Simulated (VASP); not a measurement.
A run of VASP 6.6.1 is set up as follows.

Contents of POSCAR:

```
AlN
1.0
    0.0391562402      2.1803351244      2.1803351244
    2.1803351244      0.0391562402      2.1803351244
    2.1803351244      2.1803351244      0.0391562402
Al N
1 1
Direct
    0.0012889231      0.0012889231      0.0012889231
    0.2487110769      0.2487110769      0.2487110769
```

The input INCAR.step1:

```
ALGO = Normal
EDIFF = 1E-4
ENCUT = 520
GGA = PE
ISMEAR = 0
LASPH = True
LCHARG = False
LREAL = False
LWAVE = True
NBANDS = 11
NELM = 80
PREC = Accurate
SIGMA = 0.01
```

INCAR.step2

```
ALGO = Normal
EDIFF = 1E-6
ENCUT = 520
ISIF = 2
ISMEAR = 0
ISTART = 1
LASPH = True
LCHARG = False
LMIXTAU = True
LREAL = False
LWAVE = False
METAGGA = R2SCAN
NBANDS = 11
NELM = 80
PREC = Accurate
SIGMA = 0.01
```

Contents of KPOINTS:

```
k-points
0
Gamma
  10 10 10
```

Potentials or basis: VASP PAW PBE potentials, release 64 (Al, N).

Run with:

```console
$ cat potpaw_PBE.64/Al/POTCAR potpaw_PBE.64/N/POTCAR > POTCAR
$ cp INCAR.step1 INCAR
$ mpirun -np 1 vasp_std > vasp.out
$ cp INCAR.step2 INCAR
$ mpirun -np 1 vasp_std > vasp.out
```

Problem. Estimate the pressure.

Solution. 7.2 GPa.

Problem. What does it give for the band gap on the k mesh?

Solution. 3.86 eV, indirect (least direct gap 5.08 eV).

Problem. What does it give for the largest force?

Solution. 0.004 eV/Å.

Stress tensor (GPa, compression positive):
```
 7.16 -3.80 -3.80
-3.80  7.16 -3.80
-3.80 -3.80  7.16
```

Caveat: the cell differs from its parent crystal (epitaxial 111 strain -2.0%); the PAW data sets were made with another functional, which shifts forces and pressure a little. A k mesh can miss the band edges.
